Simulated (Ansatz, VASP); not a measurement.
**Na3Sc in VASP and in Ansatz**

```
CELL_PARAMETERS angstrom
0.00000 4.14149 4.14149
4.14149 0.00000 4.14149
4.14149 4.14149 0.00000
ATOMIC_POSITIONS crystal
Na 0.25000 0.25000 0.25000
Na 0.75000 0.75000 0.75000
Na 0.50000 0.50000 0.50000
Sc 0.00000 0.00000 0.00000
```

Alike in both runs: task single point; functional PBEsol; k mesh 10 × 10 × 10; occupations gaussian, width 0.1 eV; no spin polarisation.

|  | VASP | Ansatz |
| --- | --- | --- |
| version | VASP 6.6.1 | Ansatz 0.2.0 |
| potentials or method | VASP PAW PBE potentials, release 64 (Na_pv, Sc_sv), cutoff 520 eV | scalar-relativistic, plane waves, PAW |
| valence electrons in the cell | 32 | 38 |

```tsv
	VASP	Ansatz	Ansatz less VASP
gap on the k mesh at the Fermi level (eV)	none	none	-
pressure (GPa)	-1.4	-1.4	0.00
```

VASP's potentials were made for PBE, not for PBEsol. A gap of «none» marks a metal or a gap that the smearing closes. VASP's potentials hold 32 valence electrons a cell and Ansatz's 38, so a difference there can come from the potentials and not from the codes.
